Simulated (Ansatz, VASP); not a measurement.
# Ni3Pt2: VASP beside Ansatz

INCAR

```
PREC = Accurate
ENCUT = 520
EDIFF = 1E-6
ISMEAR = 0
SIGMA = 0.1
LREAL = F
LASPH = T
NELM = 150
ALGO = Fast
ISIF = 2
LWAVE = F
LCHARG = F
ISPIN = 2
MAGMOM = 2 2 2 2 2 2 0 0 0 0
LORBIT = 11
LMAXMIX = 4
GGA = PE
NBANDS = 65
```

The input KPOINTS:

```
regular mesh
0
Gamma
  6 6 1
```

File POSCAR:

```
Ni3Pt2
1.0
    2.6093795500      0.0000000000      0.0000000000
   -1.3046897800      2.2597889800      0.0000000000
    0.0000000000      0.0000000000     21.1463688400
Ni Pt
6 4
Direct
    0.3333333300      0.6666666700      0.9500000000
    0.3333333300      0.6666666700      0.3500000000
    0.3333333300      0.6666666700      0.5500000000
    0.6666666700      0.3333333300      0.0500000000
    0.6666666700      0.3333333300      0.4500000000
    0.6666666700      0.3333333300      0.6500000000
    0.3333333300      0.6666666700      0.1500000000
    0.3333333300      0.6666666700      0.7500000000
    0.6666666700      0.3333333300      0.2500000000
    0.6666666700      0.3333333300      0.8500000000
```

Input for Ansatz:

```yaml
crystal:
  lattice:
    - [2.60937955, 0.0, 0.0]
    - [-1.30468978, 2.25978898, 0.0]
    - [0.0, 0.0, 21.14636884]
  atoms:
    - { symbol: Ni, position: [0.33333333, 0.66666667, 0.95], spin: 2.0 }
    - { symbol: Ni, position: [0.33333333, 0.66666667, 0.35], spin: 2.0 }
    - { symbol: Ni, position: [0.33333333, 0.66666667, 0.55], spin: 2.0 }
    - { symbol: Ni, position: [0.66666667, 0.33333333, 0.05], spin: 2.0 }
    - { symbol: Ni, position: [0.66666667, 0.33333333, 0.45], spin: 2.0 }
    - { symbol: Ni, position: [0.66666667, 0.33333333, 0.65], spin: 2.0 }
    - { symbol: Pt, position: [0.33333333, 0.66666667, 0.15] }
    - { symbol: Pt, position: [0.33333333, 0.66666667, 0.75] }
    - { symbol: Pt, position: [0.66666667, 0.33333333, 0.25] }
    - { symbol: Pt, position: [0.66666667, 0.33333333, 0.85] }
basis:
  ecutwfc: 420
kpoints:
  mp_grid: { grid: [6, 6, 1] }
hamiltonian:
  xc: pbe
scf:
  occupations: { method: gaussian, width: 0.1 }
  lower_state_search: "off"
output:
  forces: true
  stress: true
  eigenvalues: true
  populations: true
magnetization:
  spin_polarized: true
```

Alike in both runs: task single point; functional PBE; k mesh 6 × 6 × 1; occupations gaussian, width 0.1 eV; collinear spin.

|  | VASP | Ansatz |
| --- | --- | --- |
| version | VASP 6.6.1 | Ansatz 0.2.0 |
| potentials or method | VASP PAW PBE potentials, release 64 (Ni, Pt), cutoff 520 eV | scalar-relativistic, plane waves, PAW |
| valence electrons in the cell | 100 | 180 |

```csv
,VASP,Ansatz,Ansatz less VASP
gap on the k mesh at the Fermi level (eV),none,none,-
pressure (GPa),22.9,22.8,-0.12
"traceless stress, the component that is largest in VASP (GPa)",1.07,1.09,+0.024
rms of the force components (eV/Å),1.418,1.428,+0.0105
net moment per atom (μB),0.52,0.52,+0.005
size of the moment on the site where the two differ most (μB),0.74,0.77,+0.030
```

Site moments also hang on the region over which each program counts them. Atom by atom the forces differ by 0.012 eV/Å (rms over components). A gap of «none» marks a metal or a gap that the smearing closes. VASP's potentials hold 100 valence electrons a cell and Ansatz's 180, so a difference there can come from the potentials and not from the codes.

The k mesh is coarse, so the values compare programs but aren't converged. Spin-orbit coupling is off throughout.
